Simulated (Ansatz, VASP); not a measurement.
# CdS: VASP beside Ansatz

```
Cd S
1.0
     0.00000    2.85110    2.85110
     2.85110    0.00000    2.85110
     2.85110    2.85110    0.00000
Cd S
1 1
Direct
  0.00000 0.00000 0.00000
  0.75000 0.75000 0.75000
```

Alike in both runs: task electric field gradients; functional PBE; k mesh 9 × 9 × 9; occupations methfessel-paxton of order 1, width 0.005 eV; non-collinear spin, spin-orbit coupling.

|  | VASP | Ansatz |
| --- | --- | --- |
| version | VASP 6.6.1 | Ansatz 0.2.0 |
| potentials or method | VASP PAW PBE potentials, release 64 (Cd, S) | PAW with Ansatz's default frozen-core files, scalar-relativistic |
| plane-wave cutoff (eV) | 520 | 420 |
| valence electrons in the cell | 18 | 26 |

Ansatz gave:

```
pressure (GPa)           : 8.0
net moment per atom (μB) : 0.00
```

Question: What did VASP give for the same quantities?

Answer: Pressure (GPa): 8.5; net moment per atom (μB): 0.00.

The functional is the same, so the differences come from potentials, cutoffs and numerics. VASP's potentials hold 18 valence electrons a cell and Ansatz's 26, so a difference there can come from the potentials and not from the codes.
